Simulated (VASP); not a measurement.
A run of VASP 6.6.1:

Contents of INCAR:

```
SYSTEM = CoO
  ALGO = Normal
  EDIFF = 1E-6
  ENCUT = 520
  GGA = PS
  ISIF = 2
  ISMEAR = -1
  ISPIN = 2
  IVDW = 12
  LASPH = .TRUE.
  LCHARG = .FALSE.
  LMAXMIX = 4
  LORBIT = 11
  LREAL = .FALSE.
  LWAVE = .FALSE.
  MAGMOM = 2 0
  NBANDS = 18
  NELM = 150
  PREC = Accurate
  SIGMA = 0.05
```

File KPOINTS:

```
k-points
0
G
  7 7 7
  0 0 0
```

The input POSCAR:

```
CoO
1.0
    1.5324979418      0.8847880992      2.5024934480
   -1.5324979418      0.8847880992      2.5024934480
    0.0000000000     -1.7695761985      2.5024934480
Co O
1 1
Direct
    1.0000020323      1.0000020323      1.0000020323
    0.7499973177      0.7499973177      0.7499973177
```

Potentials or basis: VASP PAW PBE potentials, release 64 (Co, O).

The run is started by

```sh
$ cat potpaw_PBE.64/Co/POTCAR potpaw_PBE.64/O/POTCAR > POTCAR
$ mpirun -np 1 vasp_std > vasp.out
```

Hardware: 1 thread of AMD EPYC 7R13 Processor (Zen 3), with other jobs on the host.

**Question.** Estimate the wall time of this run.

**Answer.** Run time: 33 s on 1 thread of AMD EPYC 7R13 Processor (Zen 3) (shared host), peak memory 0.14 GiB. Counts: scf iterations 15, k points 44.
